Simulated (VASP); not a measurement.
# Ir (Fm-3m) in VASP: notebook

Runs on Ir. Level: RPBE. Tasks: single point.

Everything below comes from runs of VASP 6.6.1. Logs are shortened: lines on timing, memory, paths and dates and some standing lists are left out, and cuts for length are marked.

## Step 1: The cell of the first run

It takes space group Fm-3m (No. 225, cubic). Conventional cell: a = 3.781 Å, b = 3.781 Å, c = 3.781 Å, α = 90.00°, β = 90.00°, γ = 90.00°. Within 3.5 Å of Ir (site symmetry m-3m) lie 12 Ir at 2.67 Å.

## Step 2: Single point, RPBE, collinear spin, ferromagnetic start (volume scaled by 0.92)

Contents of INCAR:

```
SYSTEM = Ir
PREC = Accurate
ENCUT = 520
EDIFF = 1E-6
ISMEAR = -1
SIGMA = 0.05
LREAL = .False.
LASPH = .True.
NELM = 150
ALGO = Normal
ISIF = 2
LWAVE = .False.
LCHARG = .False.
ISPIN = 2
MAGMOM = 1
LORBIT = 11
LMAXMIX = 4
GGA = RP
NBANDS = 14
```

Contents of KPOINTS:

```
regular mesh
0
Gamma
  23 23 23
  0 0 0
```

Contents of POSCAR:

```
Ir
1.0
    0.0000000000      1.8903539792      1.8903539792
    1.8903539792      0.0000000000      1.8903539792
    1.8903539792      1.8903539792      0.0000000000
Ir
1
Direct
    0.0000000000      0.0000000000      0.0000000000
```

Potentials or basis: VASP PAW PBE potentials, release 64 (Ir).

Launch:

```sh
$ cat potpaw_PBE.64/Ir/POTCAR > POTCAR
$ mpirun -np 1 vasp_std > vasp.out
```

OUTCAR:

```text
SYSTEM = Ir
   PREC = Accurate
   ENCUT = 520
   EDIFF = 1E-6
   ISMEAR = -1
   LREAL = .False.
   LASPH = .True.
   NELM = 150
   ISIF = 2
   ISPIN = 2
   LORBIT = 11
   GGA = RP

 ion  position               nearest neighbor table
   1  0.000  0.000  0.000-

  LATTYP: Found a face centered cubic cell.
 ALAT       =     3.7807079584

  Lattice vectors:

 A1 = (   0.0000000000,   1.8903539792,   1.8903539792)
 A2 = (   1.8903539792,   0.0000000000,   1.8903539792)
 A3 = (   1.8903539792,   1.8903539792,   0.0000000000)

Analysis of symmetry for initial positions (statically):
=====================================================================
 Subroutine PRICEL returns:
 Original cell was already a primitive cell.

 Routine SETGRP: Setting up the symmetry group for a
 face centered cubic supercell.

 Subroutine GETGRP returns: Found 48 space group operations
 (whereof 48 operations were pure point group operations)
 out of a pool of 48 trial point group operations.

The static configuration has the point symmetry O_h .

Analysis of symmetry for dynamics (positions and initial velocities):
=====================================================================
 Subroutine PRICEL returns:
 Original cell was already a primitive cell.

 Routine SETGRP: Setting up the symmetry group for a
 face centered cubic supercell.

 Subroutine GETGRP returns: Found 48 space group operations
 (whereof 48 operations were pure point group operations)
 out of a pool of 48 trial point group operations.

The dynamic configuration has the point symmetry O_h .

Analysis of structural, dynamic, and magnetic symmetry:
=====================================================================
 Subroutine PRICEL returns:
 Original cell was already a primitive cell.

 Routine SETGRP: Setting up the symmetry group for a
 face centered cubic supercell.

 Subroutine GETGRP returns: Found 48 space group operations
 (whereof 48 operations were pure point group operations)
 out of a pool of 48 trial point group operations.

The overall configuration has the point symmetry O_h .

 Subroutine INISYM returns: Found 48 space group operations
 (whereof 48 operations are pure point group operations),
 and found     1 'primitive' translations

----------------------------------------------------------------------------------------

                                     Primitive cell

  volume of cell :      13.5101

  direct lattice vectors                    reciprocal lattice vectors
     0.000000000  1.890353979  1.890353979    -0.264500726  0.264500726  0.264500726
     1.890353979  0.000000000  1.890353979     0.264500726 -0.264500726  0.264500726
     1.890353979  1.890353979  0.000000000     0.264500726  0.264500726 -0.264500726

  length of vectors
     2.673364235  2.673364235  2.673364235     0.458128696  0.458128696  0.458128696

  position of ions in fractional coordinates (direct lattice)
     0.000000000  0.000000000  0.000000000

  ion indices of the primitive-cell ions
   primitive index   ion index
                 1           1

----------------------------------------------------------------------------------------

 KPOINTS: regular mesh

Automatic generation of k-mesh.
 Grid dimensions read from file:
 generate k-points for:   23   23   23

 Generating k-lattice:

  Cartesian coordinates                     Fractional coordinates (reciprocal lattice)
    -0.011500032  0.011500032  0.011500032     0.043478261  0.000000000  0.000000000
     0.011500032 -0.011500032  0.011500032     0.000000000  0.043478261  0.000000000
     0.011500032  0.011500032 -0.011500032     0.000000000  0.000000000  0.043478261

  Length of vectors
     0.019918639  0.019918639  0.019918639

  Shift w.r.t. Gamma in fractional coordinates (k-lattice)
     0.000000000  0.000000000  0.000000000

 Subroutine IBZKPT returns following result:
 ===========================================

 Found    364 irreducible k-points:

 Following reciprocal coordinates:
            Coordinates               Weight
  0.000000  0.000000  0.000000      1.000000
  0.043478  0.000000  0.000000      8.000000
  0.086957  0.000000  0.000000      8.000000
  0.130435  0.000000  0.000000      8.000000
  0.173913  0.000000  0.000000      8.000000
  0.217391  0.000000  0.000000      8.000000
[... 16 lines left out ...]
  0.478261  0.043478  0.000000     24.000000
 -0.478261  0.043478  0.000000     24.000000
 [... further k-points ...]
   k-points           NKPTS =    364   k-points in BZ     NKDIM =    364   number of bands    NBANDS=     14
   number of dos      NEDOS =    301   number of ions     NIONS =      1
   total plane-waves  NPLWV =   8000
   dimension x,y,z NGX =    20 NGY =   20 NGZ =   20
   dimension x,y,z NGXF=    40 NGYF=   40 NGZF=   40
   ions per type =               1
   NGX,Y,Z   is equivalent  to a cutoff of  12.44, 12.44, 12.44 a.u.
   NGXF,Y,Z  is equivalent  to a cutoff of  24.87, 24.87, 24.87 a.u.
 SYSTEM =  Ir
   PREC   = accura    normal or accurate (medium, high low for compatibility)
   ISTART =      0    job   : 0-new  1-cont  2-samecut
   ICHARG =      2    charge: 1-file 2-atom 10-const
   ISPIN  =      2    spin polarized calculation?
   LNONCOLLINEAR =      F non collinear calculations
   LSORBIT =      F    spin-orbit coupling
   LASPH  =      T    aspherical Exc in radial PAW
   ENCUT  =  520.0 eV  38.22 Ry    6.18 a.u.   4.97  4.97  4.97*2*pi/ulx,y,z
   NELM   =    150;   NELMIN=  2; NELMDL= -5     # of ELM steps
   EDIFF  = 0.1E-05   stopping-criterion for ELM
   LREAL  =      F    real-space projection
   EDIFFG = 0.1E-04   stopping-criterion for IOM
   NSW    =      0    number of steps for IOM
   IBRION =     -1    ionic relax: 0-MD 1-quasi-New 2-CG
   NFREE  =      0    steps in history (QN), initial steepest desc. (CG)
   ISIF   =      2    stress and relaxation
   ISYM   =      2    0-nonsym 1-usesym 2-fastsym
   POTIM  = 0.5000    time-step for ionic-motion
   TEBEG  =    0.0;   TEEND  =   0.0 temperature during run
   PSTRESS=    0.0 pullay stress
   NELECT =       9.0000    total number of electrons
   NUPDOWN=      -1.0000    fix difference up-down
   EMIN   =  10.00;   EMAX   =-10.00  energy-range for DOS
   EFERMI =   0.00;   METHOD = LEGACY
   ISMEAR =    -1;   SIGMA  =   0.05  broadening in eV -4-tet -1-fermi 0-gaus
   EFERMI_NEDOS =   21; number of points for ismear=-14 and -15
   IALGO  =     38    algorithm
   IMIX   =      4    mixing-type and parameters
     AMIX     =   0.40;   BMIX     =  1.00
     AMIX_MAG =   1.60;   BMIX_MAG =  1.00
  volume/ion in A,a.u.               =      13.51        91.17
  Fermi-wavevector in a.u.,A,eV,Ry     =   1.429780  2.701892 27.813991  2.044271
  Thomas-Fermi vector in A             =   2.549697
   LORBIT       =     11    0 simple, 1 ext, 2 COOP (PROOUT), +10 PAW based schemes
   GGA     = RP    functional components
   LHFCALC =     F    Hartree Fock is set to
   AEXX    =    0.0000 exact exchange contribution
   IVDW    =     0    specifies the selected vdW correction
   LEPSILON=     F    determine dielectric tensor
   LRPA    =     F    only Hartree local field effects (RPA)
 spin polarized calculation
  energy-cutoff  :      520.00
  volume of cell :       13.51
 maximum number of plane-waves:       376
   NGX =  9   NGY =  9   NGZ =  9

 number of electron       9.0000001 magnetization      -0.0000144

 number of electron       9.0000001 magnetization       0.0000026

 Free energy of the ion-electron system (eV)
  ---------------------------------------------------
  ext. energy  EPLUGINS =         0.00000000
  ---------------------------------------------------
  free energy    TOTEN  =        -8.07935681 eV

  energy without entropy =       -8.07353731  energy(sigma->0) =       -8.07644706

 E-fermi :  11.2742     XC(G=0): -14.2296

 val. band max:       11.2554516054   @ k =  -0.3478   0.3043   0.0000
 cond. band min:      11.2808676448   @ k =  -0.3043   0.3478   0.0435
 fundamental gap:      0.0254160394
 Fermi energy:        11.2741641894

 spin component 1

 k-point     1 :       0.0000    0.0000    0.0000
  band No.  band energies     occupation
      1      -0.3037      1.00000
      2       7.1360      1.00000
      3       7.1360      1.00000
      4       7.1360      1.00000
      5      10.0192      1.00000
      6      10.0192      1.00000
      7      25.4882      0.00000
      8      31.3731      0.00000
      9      31.3731      0.00000
     10      31.3731      0.00000
     11      36.3507      0.00000
     12      43.5228      0.00000
     13      43.5228      0.00000
     14      43.5228      0.00000
[... 375 lines left out ...]
 k-point    24 :      -0.4783    0.0435    0.0000
  band No.  band energies     occupation
      1       2.7851      1.00000
      2       6.9407      1.00000
      3       7.0753      1.00000
      4      10.0476      1.00000
      5      12.2404      0.00000
      6      12.7235      0.00000
      7      19.0468      0.00000
      8      25.2110      0.00000
      9      31.2911      0.00000
     10      31.4976      0.00000
     11      41.6571      0.00000
     12      41.7807      0.00000
     13      42.9693      0.00000
     14      43.7406      0.00000

 [... further k-points ...]

 spin component 2

 k-point     1 :       0.0000    0.0000    0.0000
  band No.  band energies     occupation
      1      -0.3037      1.00000
      2       7.1360      1.00000
      3       7.1360      1.00000
      4       7.1360      1.00000
      5      10.0192      1.00000
      6      10.0192      1.00000
      7      25.4883      0.00000
      8      31.3731      0.00000
      9      31.3731      0.00000
     10      31.3731      0.00000
     11      36.3507      0.00000
     12      43.5228      0.00000
     13      43.5228      0.00000
     14      43.5228      0.00000
[... 375 lines left out ...]
 k-point    24 :      -0.4783    0.0435    0.0000
  band No.  band energies     occupation
      1       2.7851      1.00000
      2       6.9407      1.00000
      3       7.0753      1.00000
      4      10.0476      1.00000
      5      12.2404      0.00000
      6      12.7235      0.00000
      7      19.0468      0.00000
      8      25.2110      0.00000
      9      31.2911      0.00000
     10      31.4976      0.00000
     11      41.6572      0.00000
     12      41.7807      0.00000
     13      42.9693      0.00000
     14      43.7299      0.00000

 [... further k-points ...]
[... 5 lines left out ...]
  --------------------------------------------------------------------------------------
  -------------------------------------------------------------------------------------
  Total        2.9103641      2.9103641      2.9103641     -0.0000000      0.0000000      0.0000000
  in kB      345.1425515    345.1425515    345.1425515     -0.0000000      0.0000000      0.0000000
  external PRESSURE =     345.1425515 kB  Pullay stress =       0.0000000 kB

 VOLUME and BASIS-vectors are now :
 -----------------------------------------------------------------------------
  energy-cutoff  :      520.00
  volume of cell :       13.51
      direct lattice vectors                 reciprocal lattice vectors
     0.000000000  1.890353979  1.890353979    -0.264500726  0.264500726  0.264500726
     1.890353979  0.000000000  1.890353979     0.264500726 -0.264500726  0.264500726
     1.890353979  1.890353979  0.000000000     0.264500726  0.264500726 -0.264500726

 POSITION                                       TOTAL-FORCE (eV/Angst)
 -----------------------------------------------------------------------------------
      0.00000      0.00000      0.00000         0.000000     -0.000000      0.000000
 -----------------------------------------------------------------------------------
    total drift:                                0.000000      0.000000     -0.000000

  FREE ENERGIE OF THE ION-ELECTRON SYSTEM (eV)
  ---------------------------------------------------
  free  energy   TOTEN  =        -8.0793568087 eV

  energy  without entropy=       -8.0735373131  energy(sigma->0) =       -8.07644706

 total charge

# of ion       s       p       d       tot
------------------------------------------
    1        0.705   0.811   7.054   8.570

 magnetization (x)

# of ion       s       p       d       tot
------------------------------------------
    1        0.000   0.000  -0.000  -0.000
```

Wall time 2.8 min (1 thread of Intel Xeon Platinum 8259CL at 2.50GHz (Skylake/Cascade Lake), shared host); peak memory 0.22 GiB.

Results:

- Free energy: -8.0794 eV
- Pressure: 34.5 GPa
- Net moment: 0.00 μB per cell
- Valence electrons inside the program's atomic spheres: Ir 8.57

Caveat: the cell differs from its parent crystal (volume scaled by 0.92); the PAW data sets were made with another functional, which shifts forces and pressure a little; spin-orbit coupling is left out, which moves the levels of the heavy elements.

## Step 3: Single point, RPBE, collinear spin, ferromagnetic start (volume scaled by 0.96)

Contents of INCAR:

```
SYSTEM = Ir
PREC = Accurate
ENCUT = 520
EDIFF = 1E-6
ISMEAR = -1
SIGMA = 0.05
LREAL = .FALSE.
LASPH = .TRUE.
NELM = 150
ALGO = Normal
ISIF = 2
LWAVE = .FALSE.
LCHARG = .TRUE.
ISPIN = 2
MAGMOM = 1
LORBIT = 11
LMAXMIX = 4
GGA = RP
LELF = .TRUE.
LVHAR = .TRUE.
NBANDS = 14
```

Contents of KPOINTS:

```
Automatic mesh
0
G
  23 23 23
  0 0 0
```

Contents of POSCAR:

```
Ir
1.0
    0.0000000000      1.9173626850      1.9173626850
    1.9173626850      0.0000000000      1.9173626850
    1.9173626850      1.9173626850      0.0000000000
Ir
1
Direct
    0.0000000000      0.0000000000      0.0000000000
```

Potentials or basis: VASP PAW PBE potentials, release 64 (Ir).

Launch:

```sh
$ cat potpaw_PBE.64/Ir/POTCAR > POTCAR
$ mpirun -np 1 vasp_std > vasp.out
```

It took 3 min on 1 thread of Intel Xeon Platinum 8259CL at 2.50GHz (Skylake/Cascade Lake), shared host; peak memory 0.22 GiB.

It converged, with:

```yaml
Free_energy: -8.1693 eV
Pressure: 15.2 GPa
Net_moment: 0.00 μB per cell
Valence_electrons_inside_the_program's_atomic_spheres: Ir 8.41
```

Levels at points of the mesh, in eV from the Fermi level:
Spin up:
```tsv
k point	band 2	band 3	band 4	band 5	band 6	band 7
(0.00, 0.00, 0.00)	-3.87	-3.87	-3.87	-1.18	-1.18	14.32
```
Spin down:
```tsv
k point	band 1	band 2	band 3	band 4	band 5	band 6	band 7	band 8	band 9
(0.00, 0.00, 0.00)	-11.11	-3.87	-3.87	-3.87	-1.18	-1.18	14.32	19.94	19.94
```

Caveat: the cell differs from its parent crystal (volume scaled by 0.96); the PAW data sets were made with another functional, which shifts forces and pressure a little; spin-orbit coupling is left out, which moves the levels of the heavy elements.

## Step 4: Single point, RPBE, collinear spin, ferromagnetic start

This run uses another cell than the first one, of 14.68 Å³/atom, 1.087 times its volume.

Contents of INCAR:

```
SYSTEM = Ir
  ALGO = Normal
  EDIFF = 1E-6
  ENCUT = 520
  GGA = RP
  ISIF = 2
  ISMEAR = -1
  ISPIN = 2
  LASPH = .TRUE.
  LCHARG = .FALSE.
  LMAXMIX = 4
  LORBIT = 11
  LREAL = .FALSE.
  LWAVE = .FALSE.
  MAGMOM = 1
  NBANDS = 14
  NELM = 150
  PREC = Accurate
  SIGMA = 0.05
```

Contents of KPOINTS:

```
k-points
0
G
  23 23 23
  0 0 0
```

Contents of POSCAR:

```
Ir
1.0
    0.0000000000      1.9436311915      1.9436311915
    1.9436311915      0.0000000000      1.9436311915
    1.9436311915      1.9436311915      0.0000000000
Ir
1
Direct
    0.0000000000      0.0000000000      0.0000000000
```

Launch:

```sh
$ cat potpaw_PBE.64/Ir/POTCAR > POTCAR
$ mpirun -np 1 vasp_std > vasp.out
```

Wall time 2.8 min (1 thread of Intel Xeon Platinum 8259CL at 2.50GHz (Skylake/Cascade Lake), shared host); peak memory 0.22 GiB.

The run converged. Its results:

```yaml
Free_energy: -8.1964 eV
Pressure: 0.0 GPa
Net_moment: 0.00 μB per cell
Valence_electrons_inside_the_program's_atomic_spheres: Ir 8.28
```

Levels at points of the mesh, in eV from the Fermi level:
Spin up:
| k point | band 1 | band 2 | band 3 | band 4 | band 5 | band 6 | band 7 | band 8 |
| --- | --- | --- | --- | --- | --- | --- | --- | --- |
| (0.00, 0.00, 0.00) | -10.67 | -3.63 | -3.63 | -3.63 | -1.11 | -1.11 | 14.40 | 19.78 |
Spin down:
```
           k point  band 2  band 3  band 4  band 5  band 6  band 7
(0.00, 0.00, 0.00)   -3.63   -3.63   -3.63   -1.11   -1.11   14.40
```

Caveat: the PAW data sets were made with another functional, which shifts forces and pressure a little; spin-orbit coupling is left out, which moves the levels of the heavy elements.

(Continued in part 2 of 2.)
